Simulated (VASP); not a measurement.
# TiAl (P1) in VASP: relaxation of cell and atoms with PBE

Aim: the relaxation of cell and atoms of TiAl with PBE.

Program: VASP 6.6.1. These are calculated values, not measurements. Logs are shortened: lines on timing, memory, paths and dates and some standing lists are left out, and cuts for length are marked.

**1. The cell of the first run**

The typed cell holds 4 atoms: a = 2.819 Å, b = 4.099 Å, c = 5.526 Å, α = 89.32°, β = 89.93°, γ = 90.28°.

**2. Relaxation of cell and atoms, PBE**

INCAR

```
SYSTEM = TiAl
ALGO = Fast
EDIFF = 1E-7
EDIFFG = -0.025
ENCUT = 600
GGA = PE
IBRION = 2
ISIF = 3
ISMEAR = 0
LASPH = .TRUE.
LCHARG = .FALSE.
LREAL = .FALSE.
LWAVE = .FALSE.
NELM = 80
NSW = 80
PREC = Accurate
SIGMA = 0.2
```

KPOINTS

```
k-points
0
G
  8 6 4
  0 0 0
```

POSCAR

```
TiAl
1.0
    0.0017563469      2.8187619094     -0.0069038642
    0.0239607303     -0.0099679729      4.0988344556
    5.5254447963      0.0035126939      0.0331906254
Ti Al
2 2
Direct
    0.4738496866      0.4943938483      0.2416683927
    0.4935588518      0.5002684655      0.7713754764
    0.0057203211      0.0143292786      0.5142255694
    0.0268711405     -0.0089915924      0.9727305615
```

Potentials or basis: VASP PAW PBE potentials, release 64 (Ti_sv, Al).

Launch:

```
$ cat potpaw_PBE.64/Ti_sv/POTCAR potpaw_PBE.64/Al/POTCAR > POTCAR
$ mpirun -np 1 vasp_std > vasp.out
```

OUTCAR:

```text
SYSTEM = TiAl
   EDIFF = 1E-7
   EDIFFG = -0.025
   ENCUT = 600
   GGA = PE
   IBRION = 2
   ISIF = 3
   ISMEAR = 0
   LASPH = .TRUE.
   LREAL = .FALSE.
   NELM = 80
   NSW = 80
   PREC = Accurate

 ion  position               nearest neighbor table
   1  0.474  0.494  0.242-   2 2.60   3 2.79   4 2.81   4 2.85   3 2.89   3 2.94   4 2.95   4 3.00
                             3 3.02
   2  0.494  0.500  0.771-   1 2.60   4 2.66   4 2.69   4 2.75   4 2.80   3 2.81   3 2.86   3 2.88
                             3 2.90
   3  0.006  0.014  0.514-   4 2.53   1 2.79   2 2.81   2 2.86   2 2.88   1 2.89   2 2.90   1 2.94
                             4 3.00   1 3.02
   4  0.027  0.991  0.973-   3 2.53   2 2.66   2 2.69   2 2.75   2 2.80   1 2.81   1 2.85   1 2.95
                             3 3.00   1 3.00

  LATTYP: Found a triclinic cell.
 ALAT       =     4.9632530371
 B/A-ratio  =     0.5679281089
 C/A-ratio  =     1.1132911331
 COS(alpha) =     0.0012440831
 COS(beta)  =     0.0104934114
 COS(gamma) =     0.5639000921

  Lattice vectors:

 A1 = (  -0.0257170772,  -2.8087939365,  -4.0919305914)
 A2 = (  -0.0017563469,  -2.8187619094,   0.0069038642)
 A3 = (  -5.5254447963,  -0.0035126939,  -0.0331906254)

Analysis of symmetry for initial positions (statically):
=====================================================================
 Subroutine PRICEL returns:
 Original cell was already a primitive cell.

 Routine SETGRP: Setting up the symmetry group for a
 triclinic supercell.

 Subroutine GETGRP returns: Found  1 space group operations
 (whereof  1 operations were pure point group operations)
 out of a pool of  2 trial point group operations.

The static configuration has the point symmetry C_1 .

Analysis of symmetry for dynamics (positions and initial velocities):
=====================================================================
 Subroutine PRICEL returns:
 Original cell was already a primitive cell.

 Routine SETGRP: Setting up the symmetry group for a
 triclinic supercell.

 Subroutine GETGRP returns: Found  1 space group operations
 (whereof  1 operations were pure point group operations)
 out of a pool of  2 trial point group operations.

The dynamic configuration has the point symmetry C_1 .

[... 143 lines left out ...]

 number of electron      30.0000002 magnetization

 Free energy of the ion-electron system (eV)
  ---------------------------------------------------
  ext. energy  EPLUGINS =         0.00000000
  ---------------------------------------------------
  free energy    TOTEN  =       -24.46572336 eV

  energy without entropy =      -24.38144371  energy(sigma->0) =      -24.42358353

------------------------ aborting loop EDIFF was not reached (unconverged)  ----------------------------

  FORCE on cell =-STRESS in cart. coord.  units (eV):
  Direction    XX          YY          ZZ          XY          YZ          ZX
  --------------------------------------------------------------------------------------
  -------------------------------------------------------------------------------------
  Total        2.8995263      1.0126514      0.9571306     -0.0977585      0.2356076     -0.4516322
  in kB       72.7728914     25.4157269     24.0222547     -2.4535628      5.9133265    -11.3351566
  external PRESSURE =      40.7369577 kB  Pullay stress =       0.0000000 kB
[... 25 lines left out ...]
--------------------------------------- Ionic step        2  -------------------------------------------

 number of electron      30.0000002 magnetization

------------------------ aborting loop EDIFF was not reached (unconverged)  ----------------------------

  FORCE on cell =-STRESS in cart. coord.  units (eV):
  Direction    XX          YY          ZZ          XY          YZ          ZX
  --------------------------------------------------------------------------------------
  -------------------------------------------------------------------------------------
  Total       -1.4402123     -1.4913085     -1.9135683     -0.0193098     -0.0212285     -0.0267581
  in kB      -34.1115074    -35.3217225    -45.3229695     -0.4573538     -0.5027974     -0.6337675
  external PRESSURE =     -38.2520665 kB  Pullay stress =       0.0000000 kB
[... 57 lines left out ...]
  FREE ENERGIE OF THE ION-ELECTRON SYSTEM (eV)
  ---------------------------------------------------
  free  energy   TOTEN  =       -24.7149934590 eV

  energy  without entropy=      -24.6298327953  energy(sigma->0) =      -24.67241313

[... ionic steps 4 to 10 ...]

--------------------------------------- Ionic step       11  -------------------------------------------

 number of electron      29.9999994 magnetization

------------------------ aborting loop because EDIFF is reached ----------------------------------------
[... 71 lines left out ...]
--------------------------------------- Ionic step       13  -------------------------------------------

 number of electron      29.9999993 magnetization

 Free energy of the ion-electron system (eV)
  ---------------------------------------------------
  ext. energy  EPLUGINS =         0.00000000
  ---------------------------------------------------
  free energy    TOTEN  =       -24.81476725 eV

  energy without entropy =      -24.73269536  energy(sigma->0) =      -24.77373130

 E-fermi :   8.2964     XC(G=0): -11.0366

 val. band max:        8.2610815495   @ k =   0.0000  -0.1667   0.2500
 cond. band min:       8.3047016707   @ k =  -0.3750   0.3333   0.2500
 fundamental gap:      0.0436201213
 Fermi energy:         8.2963622998

 k-point     1 :       0.0000    0.0000    0.0000
  band No.  band energies     occupation
      1     -48.3223      2.00000
      2     -48.2666      2.00000
      3     -24.7506      2.00000
      4     -24.7057      2.00000
      5     -24.6500      2.00000
      6     -24.2911      2.00000
[... 505 lines left out ...]
      6     -24.5223      2.00000
[... 11 lines left out ...]
     18      10.0909      0.00000
     19      10.3629      0.00000

 [... further k-points ...]

------------------------ aborting loop because EDIFF is reached ----------------------------------------

  FORCE on cell =-STRESS in cart. coord.  units (eV):
  Direction    XX          YY          ZZ          XY          YZ          ZX
  --------------------------------------------------------------------------------------
  -------------------------------------------------------------------------------------
  Total        0.0173891      0.0144190      0.0229120     -0.0028339      0.0096822     -0.0137702
  in kB        0.4293336      0.3560022      0.5656939     -0.0699696      0.2390521     -0.3399838
  external PRESSURE =       0.4503432 kB  Pullay stress =       0.0000000 kB
[... 19 lines left out ...]
  FREE ENERGIE OF THE ION-ELECTRON SYSTEM (eV)
  ---------------------------------------------------
  free  energy   TOTEN  =       -24.8147672492 eV

  energy  without entropy=      -24.7326953582  energy(sigma->0) =      -24.77373130

 reached required accuracy - stopping structural energy minimisation
```

OSZICAR:

```text
N       E                     dE             d eps       ncg     rms          rms(c)
DAV:   1     0.315963345284E+03    0.31596E+03   -0.16145E+04  3800   0.187E+03
DAV:   2     0.100623542443E+02   -0.30590E+03   -0.30086E+03  3803   0.511E+02
DAV:   3    -0.247790586013E+02   -0.34841E+02   -0.33912E+02  7231   0.141E+02
[... 584 lines left out ...]
RMM:  16    -0.248147668179E+02   -0.22251E-06   -0.32592E-06  5046   0.107E-02    0.551E-03
RMM:  17    -0.248147670423E+02   -0.22435E-06   -0.25291E-06  4505   0.798E-03    0.616E-03
RMM:  18    -0.248147671236E+02   -0.81312E-07   -0.13015E-06  4048   0.634E-03    0.572E-03
RMM:  19    -0.248147672179E+02   -0.94298E-07   -0.10933E-06  3971   0.557E-03    0.587E-03
RMM:  20    -0.248147672492E+02   -0.31294E-07   -0.74421E-07  3696   0.515E-03
  13 F= -.24814767E+02 E0= -.24773731E+02  d E =-.122226E-03
```

CONTCAR:

```text
TiAl
   1.00000000000000
     0.0001916905686172    2.8336688449646079   -0.0003552754198225
     0.0005832908662578   -0.0004017088355893    4.0411670286360817
     5.6667836639400733    0.0004622985507600    0.0009981412833203
  Ti              Al
     2     2
Direct
     0.4995176486437973    0.4999682996604882    0.2499371413069038
     0.5003437465107393    0.4999426073438086    0.7501269062828372
     0.0001755627260591    0.0000241365461948    0.5001484350154003
     0.9999630421194042    0.0000649564495082    0.9997875173948590

  0.00000000E+00  0.00000000E+00  0.00000000E+00
  0.00000000E+00  0.00000000E+00  0.00000000E+00
  0.00000000E+00  0.00000000E+00  0.00000000E+00
  0.00000000E+00  0.00000000E+00  0.00000000E+00
```

Run time: 72 min. Hardware: 1 thread of Intel Xeon 8259CL, shared host; peak memory 0.33 GiB.

Results:

- Free energy: -24.8148 eV
- Relaxed volume: 16.22 Å³/atom
- Relaxed cell: a = 2.834 Å, b = 4.041 Å, c = 5.667 Å, α = 89.98°, β = 89.99°, γ = 90.01°
- Space group after relaxing (to 0.1 Å): P4/mmm (No. 123)
- Energy gained by relaxing: 87.3 meV/atom
- Ionic steps: 13
- Pressure after relaxing: 0.0 GPa
- Largest force after relaxing: 0.011 eV/Å
- Band gap on the k mesh: zero (bands 15 and 16 overlap by 1.55 eV)

Forces in eV/Å, atoms in the order of the input:
```
Ti   0.005  0.007  0.002
Ti  -0.008 -0.003  0.003
Al  -0.008 -0.003 -0.001
Al   0.011  0.000 -0.003
```

The path:
| step | energy change (eV) | largest force (eV/Å) | pressure (GPa) | volume (Å³) |
| --- | --- | --- | --- | --- |
| 1 | 0.0000 | 1.7376 | 4.07 | 63.84 |
| 2 | -0.2467 | 0.6686 | -3.83 | 67.65 |
| 3 | -0.2493 | 0.6040 | -4.39 | 67.98 |
| 4 | -0.3312 | 0.2350 | 0.41 | 64.72 |
| 5 | -0.3381 | 0.2343 | 0.64 | 64.61 |
| 6 | -0.3455 | 0.1430 | 0.18 | 64.85 |
| 7 | -0.3461 | 0.1120 | -0.18 | 65.05 |
| 8 | -0.3470 | 0.1055 | -0.08 | 65.00 |
| 9 | -0.3483 | 0.0594 | 0.01 | 64.93 |
| 10 | -0.3485 | 0.0464 | 0.07 | 64.90 |
| 11 | -0.3489 | 0.0313 | -0.04 | 64.96 |
| 12 | -0.3489 | 0.0270 | -0.11 | 65.00 |
| 13 | -0.3490 | 0.0112 | 0.05 | 64.89 |

Final structure:
```
Ti Al
1.0
     0.00019    2.83367   -0.00036
     0.00058   -0.00040    4.04117
     5.66678    0.00046    0.00100
Ti Al
2 2
Direct
  0.49952 0.49997 0.24994
  0.50034 0.49994 0.75013
  0.00018 0.00002 0.50015
  0.99996 0.00006 0.99979
```

The gap in the log of VASP goes by the Fermi energy; the results here count the filled bands.